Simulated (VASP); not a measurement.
Runs of VASP 6.6.1 on Na2S. The structure is that of space group Fm-3m (No. 225), or close to it. The cells are those of the table. 

| task | level | cell | k mesh | cutoff (eV) | grid for exact exchange (PRECFOCK) | share of exact exchange | screening parameter | gap on the mesh (eV) | pressure (GPa) |
| --- | --- | --- | --- | --- | --- | --- | --- | --- | --- |
| relaxation of the atoms | r2SCAN | atoms relaxed from a = 4.695 Å, angles 60.0°, 3 atoms | 8 × 8 × 8 | 500 | - | - | - | (b) | -1.8 |
| relaxation of the atoms | r2SCAN | atoms relaxed from a = 4.605 Å, angles 60.0°, 3 atoms | 8 × 8 × 8 | 500 | - | - | - | (a) | -0.1 |
| single point | HSE06 | a = 4.605 Å, angles 60.0°, 3 atoms | 6 × 6 × 6 | 400 | Normal | 0.25 | 0.2079 1/Å | 3.51 | 0.0 |
| relaxation of the atoms | r2SCAN | atoms relaxed from a = 4.665 Å, angles 60.0°, 3 atoms | 8 × 8 × 8 | 500 | - | - | - | 2.98 | -1.3 |
| relaxation of the atoms | r2SCAN | atoms relaxed from a = 4.635 Å, angles 60.0°, 3 atoms | 8 × 8 × 8 | 500 | - | - | - | 3.04 | -0.7 |

Alike in all rows: potentials or basis VASP PAW PBE potentials, release 64 (Na_pv, S); no spin polarisation; smearing fermi-dirac 0.02 eV.

**Question.** Fill in the values left out.

**Answer.** (a) 3.11; (b) 2.91.

Caveats: the PAW data sets were made with another functional, which shifts forces and pressure a little; the relaxation stopped at its first step, so nothing moved (at least some runs).

A k mesh can miss the band edges.
